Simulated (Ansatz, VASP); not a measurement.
**Two plane-wave programs on Co**

The input INCAR:

```
SYSTEM = Co
PREC = Accurate
ENCUT = 520
EDIFF = 1E-7
ISMEAR = 0
SIGMA = 0.1
LREAL = .False.
LASPH = .True.
NELM = 150
ALGO = Normal
ISIF = 2
LWAVE = .False.
LCHARG = .False.
ISPIN = 2
MAGMOM = 3 3
LORBIT = 11
LMAXMIX = 4
NBANDS = 20
```

KPOINTS

```
Automatic mesh
0
Gamma
  11 11 6
  0 0 0
```

POSCAR

```
Co
1.0
    2.5053999800      0.0000000000      0.0000000000
   -1.2526999900      2.1697400300      0.0000000000
    0.0000000000      0.0000000000      4.0893000000
Co
2
Direct
    0.3333333300      0.6666666700      0.2500000000
    0.6666666700      0.3333333300      0.7500000000
```

Input for Ansatz:

```yaml
crystal:
  lattice:
    - [2.50539998, 0.0, 0.0]
    - [-1.25269999, 2.16974003, 0.0]
    - [0.0, 0.0, 4.0893]
  atoms:
    - { symbol: Co, position: [0.33333333, 0.66666667, 0.25], spin: 3.0 }
    - { symbol: Co, position: [0.66666667, 0.33333333, 0.75], spin: 3.0 }
magnetization:
  spin_polarized: true
hamiltonian:
  xc: lda
  pseudopotentials: { kind: paw }
basis:
  ecutwfc: 420
kpoints:
  mp_grid: { grid: [11, 11, 6] }
scf:
  occupations: { method: gaussian, width: 0.1 }
  lower_state_search: "off"
output:
  forces: true
  stress: true
```

Alike in both runs: task single point; functional LDA; k mesh 11 × 11 × 6; occupations gaussian, width 0.1 eV; collinear spin.

|  | VASP | Ansatz |
| --- | --- | --- |
| version | VASP 6.6.1 | Ansatz 0.2.0 |
| potentials or method | VASP PAW LDA potentials, release 64 (Co), cutoff 520 eV | PAW, plane waves, scalar-relativistic |
| valence electrons in the cell | 18 | 34 |

|  | VASP | Ansatz | Ansatz less VASP |
| --- | --- | --- | --- |
| pressure (GPa) | -23.2 | -22.8 | +0.32 |
| traceless stress, the component that is largest in VASP (GPa) | -2.13 | -1.97 | +0.160 |
| net moment per atom (μB) | 1.55 | 1.55 | +0.006 |
| size of the moment on the site where the two differ most (μB) | 1.56 | 1.61 | +0.055 |

LDA's correlation is that of Perdew and Zunger in VASP and of Perdew and Wang (1992) in Ansatz. Site moments also hang on the region over which each program counts them. VASP's potentials hold 18 valence electrons a cell and Ansatz's 34, so a difference there can come from the potentials and not from the codes.
